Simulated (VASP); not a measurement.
**Pd: single point with PBE**

Crystal: Pd.

```xyz
1
Lattice="1.5689 1.5689 1.5689 -1.5689 1.5689 1.5689 -1.5689 -1.5689 1.5689" Properties=species:S:1:pos:R:3 pbc="T T T"
Pd    0.0000    0.0000    0.0000
```

```yaml
Program: VASP 6.6.1
Task: single point
Functional: PBE
Potentials_or_basis: VASP PAW PBE potentials, release 64 (Pd)
Cutoff: 500 eV
k_mesh: 10 × 10 × 10
Occupations: fermi-dirac, width 0.05 eV
Spin: no spin polarisation
Dipole_correction: no
Further_INCAR_settings: ALGO = Normal; EDIFF = 1e-06; NBANDS = 11
```

```yaml
Pressure: -0.2 GPa
Band_gap_on_the_k_mesh: zero (band 5 reaches 9.58 eV, above the bottom of band 6 at 8.13 eV)
```

Levels at points of the mesh, in eV from the Fermi level:
```csv
k point,band 3,band 4,band 5,band 6,band 7,band 8
"(0.00, 0.00, 0.00)",-2.77,-2.77,-0.90,-0.90,19.28,19.28
"(0.50, 0.00, 0.00)",-0.97,-0.68,0.55,1.48,7.57,15.03
"(0.50, 0.50, 0.50)",0.19,0.19,0.19,9.07,9.07,9.07
```

Run time: 4.1 s on 1 thread of Intel(R) Xeon(R) Platinum 8559C (Emerald Rapids), on a shared host, peak memory 0.12 GiB.
